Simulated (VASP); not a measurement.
Wanted: the native input for a VASP 6.6.1 run.

| Property | Result |
| --- | --- |
| Task | single point |
| Functional | LDA |
| Potentials or basis | VASP PAW LDA potentials, release 64 (Hg, Te) |
| Cutoff | 520 eV |
| k mesh | 6 × 6 × 5 |
| Occupations | fermi-dirac, width 0.05 eV |
| Spin | no spin polarisation |
| Dipole correction | no |
| Further INCAR settings | ALGO = Normal; EDIFF = 1e-06; NBANDS = 26 |

The structure of HgTe lies in POSCAR:

```
HgTe
1.0
    3.0318977528     -3.5125517187      0.0000000000
    3.0318977528      3.5125517187      0.0000000000
    0.0000000000      0.0000000000      5.8744572894
Hg Te
2 2
Direct
    0.6569500000      0.3430500000      0.2500000000
    0.3430500000      0.6569500000      0.7500000000
    0.2151910000      0.7848090000      0.2500000000
    0.7848090000      0.2151910000      0.7500000000
```

These files were run (other wordings do the same):

INCAR

```
PREC     = Accurate       # precision mode
ENCUT    = 520            # plane-wave cutoff, eV
EDIFF    = 1E-6           # SCF threshold, eV
ISMEAR   = -1             # smearing method
SIGMA    = 0.05           # smearing width, eV
LREAL    = F              # projectors in reciprocal space
LASPH    = T              # aspherical terms in the spheres
NELM     = 100            # most SCF steps
ALGO     = Normal         # electronic algorithm
ISIF     = 2              # what is computed and relaxed
LWAVE    = F              # write WAVECAR
LCHARG   = F              # write CHGCAR
NBANDS   = 26             # bands
```

KPOINTS

```
Automatic mesh
0
Gamma
  6 6 5
```

Potentials or basis: VASP PAW LDA potentials, release 64 (Hg, Te).

Launch:

```console
$ cat potpaw_LDA.64/Hg/POTCAR potpaw_LDA.64/Te/POTCAR > POTCAR
$ mpirun -np 1 vasp_std > vasp.out
```

Results of the run:

```yaml
Pressure: -5.9 GPa
Largest_force: 0.350 eV/Å
Band_gap_on_the_k_mesh: zero (band 18 reaches 3.56 eV, above the bottom of band 19 at 1.67 eV)
```

Caveat: spin-orbit coupling is left out, which moves the levels of the heavy elements.

Run time: 44 s on 1 thread of Intel(R) Xeon(R) 6975P-C (Granite Rapids), on a shared host, peak memory 0.26 GiB.
